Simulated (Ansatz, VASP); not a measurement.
## Two plane-wave programs on Os

```xyz
3
Lattice="4.3912 0.0000 0.0000 -2.1956 3.8029 0.0000 0.0000 0.0000 2.7648" Properties=species:S:1:pos:R:3 pbc="T T T"
Os    2.1956    3.8029    0.0000
Os    0.0000    2.5353    1.3824
Os    2.1956    1.2676    1.3824
```

Alike in both runs: task single point; functional revPBE; k mesh 10 × 10 × 13; occupations fermi-dirac, width 0.1 eV; no spin polarisation.

|  | VASP | Ansatz |
| --- | --- | --- |
| version | VASP 6.6.1 | Ansatz 0.2.0 |
| potentials or method | VASP PAW PBE potentials, release 64 (Os), cutoff 520 eV | plane waves (420 eV) with PAW, scalar-relativistic |
| valence electrons in the cell | 24 | 48 |

Ansatz gave:

| Property | Result |
| --- | --- |
| pressure (GPa) | -12.9 |
| traceless stress, the component that is largest in VASP (GPa) | 1.69 |

Question: Which values does VASP return?

Answer: Pressure (GPa): -13.5; traceless stress, the component that is largest in VASP (GPa): 1.86.

VASP's potentials were made for PBE, not for revPBE. With one functional, cell and mesh, what is left measures potentials, basis and numerics. VASP's potentials hold 24 valence electrons a cell and Ansatz's 48, so a difference there can come from the potentials and not from the codes.

Spin-orbit coupling is off throughout.
